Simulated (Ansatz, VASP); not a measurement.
## PbO2: VASP beside Ansatz

```
Pb O
1.0
     5.06840    0.00000    0.00000
     0.00000    5.06840    0.00000
     0.00000    0.00000    3.44963
Pb O
2 4
Direct
  0.00000 0.00000 0.00000
  0.50000 0.50000 0.50000
  0.30806 0.30806 0.00000
  0.19194 0.80806 0.50000
  0.69194 0.69194 0.00000
  0.80806 0.19194 0.50000
```

Alike in both runs: functional PBE; k mesh 4 × 4 × 6; occupations gaussian, width 0.1 eV; no spin polarisation.

Ansatz relaxed the structure, and its values are those at the end. VASP's run is a single point on that final structure, the one shown.

```csv
,VASP,Ansatz
version,VASP 6.6.1,Ansatz 0.2.0
potentials or method,"VASP PAW PBE potentials, release 64 (Pb_d, O), cutoff 520 eV","scalar-relativistic, plane waves, PAW"
valence electrons in the cell,52,52
```

```csv
,VASP,Ansatz,Ansatz less VASP
gap on the k mesh at the Fermi level (eV),0.16,0.16,-0.001
least direct gap on the mesh (eV),0.52,0.53,+0.012
pressure (GPa),0.4,0.2,-0.21
rms of the force components (eV/Å),0.008,0.004,-0.0045
```

The functional is the same, so the differences come from potentials, cutoffs and numerics.

Neither program's run includes spin-orbit coupling.
